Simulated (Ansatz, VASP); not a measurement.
# KI in VASP and in Ansatz

The input INCAR:

```
PREC = Accurate ; ENCUT = 520
EDIFF = 1E-6 ; ISMEAR = 0
SIGMA = 0.01 ; LREAL = False
LASPH = True ; NELM = 80
ALGO = Normal ; ISIF = 2
LWAVE = False ; LCHARG = False
GGA = CA ; NBANDS = 15
```

File KPOINTS:

```
Automatic mesh
0
Gamma
  6 6 6
```

File POSCAR:

```
KI
1.0
    0.0000000000      3.4114761627      3.4114761627
    3.4114761627      0.0000000000      3.4114761627
    3.4114761627      3.4114761627      0.0000000000
K I
1 1
Direct
    0.0014656412      0.0014656412      0.0014656412
    0.5000000000      0.5000000000      0.5000000000
```

Input for Ansatz:

```yaml
crystal:
  lattice:
    - [0.0, 3.41147616271, 3.41147616271]
    - [3.41147616271, 0.0, 3.41147616271]
    - [3.41147616271, 3.41147616271, 0.0]
  atoms:
    - { symbol: K, position: [0.001465641195, 0.001465641195, 0.001465641195] }
    - { symbol: I, position: [0.5, 0.5, 0.5] }
kpoints:
  mp_grid: { grid: [6, 6, 6] }
scf:
  occupations: { method: fixed }
  convergence: { dr2_threshold: 1.0e-10 }
hamiltonian:
  xc: lda
  pseudopotentials: { kind: all_electron, lapw: { basis_error: 0.0005 } }
output:
  forces: true
  stress: true
  eigenstates:
    kpoints:
      - [0.0, 0.0, 0.0]
      - [0.0, -0.5, -0.5]
      - [-0.5, 0.0, -0.5]
      - [-0.5, -0.5, 0.0]
      - [-0.5, 0.0, 0.0]
      - [0.0, -0.5, 0.0]
      - [0.0, 0.0, -0.5]
      - [-0.5, -0.5, -0.5]
  eigenvalues: true
```

Change from the starting cell: atom 1 moved by [0.01, 0.01, 0.01] A.

Alike in both runs: task single point; functional LDA; k mesh 6 × 6 × 6; no spin polarisation.

|  | VASP | Ansatz |
| --- | --- | --- |
| version | VASP 6.6.1 | Ansatz 0.2.0 |
| potentials or method | VASP PAW LDA potentials, release 64 (K_sv, I), cutoff 520 eV | all-electron LAPW, scalar-relativistic |
| occupations | gaussian, width 0.01 eV | fixed |

|  | VASP | Ansatz | Ansatz less VASP |
| --- | --- | --- | --- |
| gap on the k mesh at the Fermi level (eV) | 3.87 | 3.86 | -0.011 |
| pressure (GPa) | 0.0 | 0.0 | -0.05 |
| rms of the force components (eV/Å) | 0.015 | 0.014 | -0.0003 |

LDA's correlation is that of Perdew and Zunger in VASP and of Perdew and Wang (1992) in Ansatz. Atom by atom the forces differ by 0.000 eV/Å (rms over components). Ansatz ran all-electron here, and VASP with PAW potentials.

Neither program's run includes spin-orbit coupling.
